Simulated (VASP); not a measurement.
## BN: single point with r2SCAN

Crystal: BN.

```
B N
1.0
     2.50084    0.00000    0.00000
    -1.25042    2.16579    0.00000
     0.00000    0.00000    6.89315
B N
2 2
Direct
  0.33333 0.66667 0.25000
  0.66667 0.33333 0.75000
  0.66667 0.33333 0.25000
  0.33333 0.66667 0.75000
```

| Quantity | Value |
| --- | --- |
| Program | VASP 6.6.1 |
| Task | single point |
| Functional | r2SCAN |
| Potentials or basis | VASP PAW PBE potentials, release 64 (B, N) |
| Cutoff | 520 eV |
| k mesh | 9 × 9 × 4 |
| Occupations | methfessel-paxton, width 0.001 eV |
| Spin | no spin polarisation |
| Dipole correction | no |
| Further INCAR settings | ALGO = Normal; EDIFF = 1e-07; NBANDS = 16 |

```json
{
 "Pressure": "0.4 GPa",
 "Band gap on the k mesh": "5.06 eV, indirect (least direct gap 5.37 eV)"
}
```

Stress tensor (GPa, compression positive):
```
 0.73  0.00  0.00
 0.00  0.73  0.00
 0.00  0.00 -0.30
```

Levels at points of the mesh, in eV from the valence-band top:
| k point | band 5 | band 6 | band 7 | band 8 | band 9 | band 10 | band 11 | band 12 |
| --- | --- | --- | --- | --- | --- | --- | --- | --- |
| (0.00, 0.00, 0.00) | -1.35 | -1.35 | -1.32 | -1.32 | 5.38 | 10.57 | 12.34 | 12.34 |
| (0.00, 0.00, 0.50) | -1.34 | -1.34 | -1.34 | -1.34 | 7.67 | 7.67 | 12.39 | 12.39 |

It took 74 s on 1 thread of Intel(R) Xeon(R) Platinum 8488C (Sapphire Rapids), on a shared host, peak memory 0.17 GiB.

Caveat: the PAW data sets were made with another functional, which shifts forces and pressure a little. r2SCAN opens gaps a little over a GGA but as a rule still falls short of measured ones.
